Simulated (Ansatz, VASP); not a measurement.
# AlN: VASP beside Ansatz

```xyz
4
Lattice="3.2923 0.0000 0.0000 -1.6462 2.8512 0.0000 0.0000 0.0000 4.0630" Properties=species:S:1:pos:R:3 pbc="T T T"
Al    0.0000    1.9008    3.0473
Al    1.6462    0.9504    1.0158
N     0.0000    1.9008    1.0158
N     1.6462    0.9504    3.0473
```

Alike in both runs: task single point; functional PBEsol; k mesh 9 × 9 × 6; occupations gaussian, width 0.05 eV; no spin polarisation.

|  | VASP | Ansatz |
| --- | --- | --- |
| version | VASP 6.6.1 | Ansatz 0.2.0 |
| potentials or method | VASP PAW PBE potentials, release 64 (Al, N), cutoff 520 eV | scalar-relativistic, plane waves, PAW |
| valence electrons in the cell | 16 | 16 |

```tsv
	VASP	Ansatz	Ansatz less VASP
gap on the k mesh at the Fermi level (eV)	3.55	3.54	-0.014
least direct gap on the mesh (eV)	3.55	3.54	-0.014
pressure (GPa)	5.2	5.2	-0.03
traceless stress, the component that is largest in VASP (GPa)	2.02	1.99	-0.024
```

VASP's potentials were made for PBE, not for PBEsol, and Ansatz warns of the same on its side. The functional is the same, so the differences come from potentials, cutoffs and numerics.
